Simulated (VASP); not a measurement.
Here is a VASP 6.6.1 calculation.

POSCAR

```
BN
1.0
    2.4413919117      0.0000000000      0.0000000000
   -1.2206959559      2.1143074161      0.0000000000
    0.0000000000      0.0000000000      6.4946700000
B N
2 2
Direct
    0.3333333333      0.6666666667      0.2500000000
    0.6666666667      0.3333333333      0.7500000000
    0.3333333333      0.6666666667      0.7500000000
    0.6666666667      0.3333333333      0.2500000000
```

Contents of INCAR.step1:

```
PREC = Accurate ; ENCUT = 520
ISMEAR = 0 ; SIGMA = 0.05
LREAL = F ; LASPH = T
NELM = 80 ; NBANDS = 16
GGA = PE ; ALGO = Normal
EDIFF = 1E-4 ; LWAVE = T
LCHARG = F
```

INCAR.step2

```
PREC = Accurate ; ENCUT = 520
EDIFF = 1E-6 ; ISMEAR = 0
SIGMA = 0.05 ; LREAL = F
LASPH = T ; NELM = 80
ALGO = Normal ; ISIF = 2
LWAVE = F ; LCHARG = F
METAGGA = R2SCAN ; LMIXTAU = T
NBANDS = 16 ; ISTART = 1
```

Contents of KPOINTS:

```
Automatic mesh
0
Gamma
  12 12 4
```

Potentials or basis: VASP PAW PBE potentials, release 64 (B, N).

Run with:

```console
$ cat potpaw_PBE.64/B/POTCAR potpaw_PBE.64/N/POTCAR > POTCAR
$ cp INCAR.step1 INCAR
$ mpirun -np 1 vasp_std > vasp.out
$ cp INCAR.step2 INCAR
$ mpirun -np 1 vasp_std > vasp.out
```

Q: Estimate the pressure.

A: 21.3 GPa.

Q: What does it give for the band gap on the k mesh?

A: 4.97 eV, indirect (least direct gap 5.44 eV).

Stress tensor (GPa, compression positive):
```
31.16  0.00  0.00
 0.00 31.16  0.00
 0.00  0.00  1.54
```

Caveat: the cell differs from its parent crystal (strain -0.025 along x and y, -0.025 along z); the PAW data sets were made with another functional, which shifts forces and pressure a little. A k mesh can miss the band edges.
